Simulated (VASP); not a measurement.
A run of VASP 6.6.1:

INCAR

```
PREC     = Accurate       # precision mode
ENCUT    = 520            # plane-wave cutoff, eV
EDIFF    = 1E-6           # SCF threshold, eV
ISMEAR   = 0              # smearing method
SIGMA    = 0.02           # smearing width, eV
LREAL    = False          # projectors in reciprocal space
LASPH    = True           # aspherical terms in the spheres
NELM     = 100            # most SCF steps
ALGO     = Normal         # electronic algorithm
ISIF     = 2              # what is computed and relaxed
LWAVE    = False          # write WAVECAR
LCHARG   = False          # write CHGCAR
GGA      = PE             # functional
NBANDS   = 31             # bands
```

File KPOINTS:

```
Automatic mesh
0
Gamma
  6 6 6
```

File POSCAR:

```
Be3ZnTe4
1.0
    5.7955781000      0.0000000000      0.0000000000
    0.0000000000      5.7955781000      0.0000000000
    0.0000000000      0.0000000000      5.7955781000
Be Zn Te
3 1 4
Direct
    0.0000000000      0.5000000000      0.0000000000
    0.0000000000      0.0000000000      0.5000000000
    0.5000000000      0.0000000000      0.0000000000
    0.5000000000      0.5000000000      0.5000000000
    0.2393510000      0.7606490000      0.7606490000
    0.2393510000      0.2393510000      0.2393510000
    0.7606490000      0.7606490000      0.2393510000
    0.7606490000      0.2393510000      0.7606490000
```

Potentials or basis: VASP PAW PBE potentials, release 64 (Be, Zn, Te).

Command:

```sh
$ cat potpaw_PBE.64/Be/POTCAR potpaw_PBE.64/Zn/POTCAR potpaw_PBE.64/Te/POTCAR > POTCAR
$ mpirun -np 1 vasp_std > vasp.out
```

Hardware: 1 thread of Intel(R) Xeon(R) 6975P-C (Granite Rapids), with other jobs on the host.

Question: How long does it take, and how much memory?

Answer: Run time: 63 s on 1 thread of Intel(R) Xeon(R) 6975P-C (Granite Rapids) (shared host), peak memory 0.38 GiB. Counts: scf iterations 14, k points 20.
